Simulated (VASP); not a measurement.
Write the native input for VASP 6.6.1 that does the following.

```
Task                   : single point
Functional             : PBE
Potentials or basis    : VASP PAW PBE potentials, release 64 (Ca_sv)
Cutoff                 : 520 eV
k mesh                 : 12 × 12 × 11
Occupations            : methfessel-paxton, width 0.15 eV
Spin                   : no spin polarisation
Dipole correction      : no
Further INCAR settings : ALGO = Normal; EDIFF = 1e-06; NBANDS = 11
```

The structure of Ca lies in POSCAR:

```
Ca
1.0
    3.2061829656      0.0000000000      0.0000000000
   -1.6030914828      2.7766358974      0.0000000000
    0.0000000000      0.0000000000      2.8968264772
Ca
1
Direct
    0.0000000000      0.0000000000      0.0000000000
```

This isn't the form of Ca at room conditions, which is fcc.

One way to write it, as run:

INCAR

```
PREC = Accurate ; ENCUT = 520
EDIFF = 1E-6 ; ISMEAR = 1
SIGMA = 0.15 ; LREAL = F
LASPH = T ; NELM = 80
ALGO = Normal ; ISIF = 2
LWAVE = F ; LCHARG = F
GGA = PE ; NBANDS = 11
```

KPOINTS

```
regular mesh
0
Gamma
  12 12 11
```

Potentials or basis: VASP PAW PBE potentials, release 64 (Ca_sv).

Launch:

```bash
$ cat potpaw_PBE.64/Ca_sv/POTCAR > POTCAR
$ mpirun -np 1 vasp_std > vasp.out
```

It gave:

```
Pressure               : 15.1 GPa
Band gap on the k mesh : zero (bands 5 and 6 overlap by 0.39 eV)
```

Caveat: the cell stands under pressure.

Run time: 24 s on 1 thread of Intel Xeon 8259CL (shared host), peak memory 0.16 GiB.
